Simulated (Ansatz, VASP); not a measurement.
**CaS: VASP beside Ansatz**

```
Ca S
1.0
     0.00000    2.78222    2.78222
     2.78222    0.00000    2.78222
     2.78222    2.78222    0.00000
Ca S
1 1
Direct
  0.00000 0.00000 0.00000
  0.50000 0.50000 0.50000
```

Alike in both runs: functional LDA; k mesh 9 × 9 × 9; occupations fermi-dirac, width 0.02 eV; no spin polarisation.

Ansatz relaxed the structure, and its values are those at the end. VASP's run is a single point on that final structure, the one shown.

|  | VASP | Ansatz |
| --- | --- | --- |
| version | VASP 6.6.1 | Ansatz 0.2.0 |
| potentials or method | VASP PAW LDA potentials, release 64 (Ca_sv, S) | PAW with Ansatz's default frozen-core files, scalar-relativistic |
| plane-wave cutoff (eV) | 500 | 420 |
| valence electrons in the cell | 16 | 16 |

```csv
,VASP,Ansatz,Ansatz less VASP
pressure (GPa),0.2,0.0,-0.26
```

LDA's correlation is that of Perdew and Zunger in VASP and of Perdew and Wang (1992) in Ansatz.
